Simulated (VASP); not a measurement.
Wanted: the native input for a VASP 6.6.1 run.

- Task: single point
- Functional: PBE
- Potentials or basis: VASP PAW PBE potentials, release 64 (Na_pv, Cu)
- Cutoff: 520 eV
- k mesh: 2 × 2 × 2
- Occupations: gaussian, width 0.15 eV
- Spin: no spin polarisation
- Dipole correction: no
- Further INCAR settings: LREAL = Auto; ALGO = Normal; EDIFF = 1e-06; NBANDS = 76

The structure of Na16Cu (a cell with a defect) lies in POSCAR:

```
Na16Cu
1.0
    8.4600000000      0.0000000000      0.0000000000
    0.0000000000      8.4600000000      0.0000000000
    0.0000000000      0.0000000000      8.4600000000
Na Cu
16 1
Direct
    0.0427847518     -0.0000215130     -0.0262830969
    0.4564178487     -0.0000083924     -0.0533630024
    0.0204721040      0.4999587470      0.0432185579
   -0.0602901891     -0.0000894799      0.4715159574
    0.2547427896      0.2156235225      0.3066859338
    0.4864894799      0.4999605201      0.0177216312
    0.5311893617     -0.0000731678      0.5300427896
    0.7289653664      0.2262378251      0.2127687943
   -0.0234955083      0.4999819149      0.4756872340
    0.2547549645      0.7842875887      0.3066093381
    0.2447258865      0.3041062648      0.7443907801
    0.5324269504      0.4999873522      0.4987327423
    0.7289502364      0.7736933806      0.2127300236
    0.7801334515      0.2545218676      0.7647959811
    0.2447261229      0.6958835697      0.7443843972
    0.7801355792      0.7453830969      0.7648349882
    0.2148065012      0.0000042553      0.6420367612
```

One way to write it, as run:

INCAR

```
PREC = Accurate
ENCUT = 520
EDIFF = 1E-6
ISMEAR = 0
SIGMA = 0.15
LREAL = Auto
LASPH = True
NELM = 100
ALGO = Normal
ISIF = 2
LWAVE = False
LCHARG = False
GGA = PE
NBANDS = 76
```

KPOINTS

```
regular mesh
0
Gamma
  2 2 2
```

Potentials or basis: VASP PAW PBE potentials, release 64 (Na_pv, Cu).

The run is started by

```bash
$ cat potpaw_PBE.64/Na_pv/POTCAR potpaw_PBE.64/Cu/POTCAR > POTCAR
$ mpirun -np 1 vasp_std > vasp.out
```

It gave:

- Pressure: 0.1 GPa
- Largest force: 0.045 eV/Å
- Band gap on the k mesh: zero (an odd number of electrons rules out a gap without spin polarisation)

Caveat: the k points lie up to 0.37 Å⁻¹ apart, too coarse for converged energies and pressures of a metal.

Wall time 4.5 min on 1 thread of Intel(R) Xeon(R) Platinum 8488C (Sapphire Rapids) (shared host), peak memory 0.65 GiB.
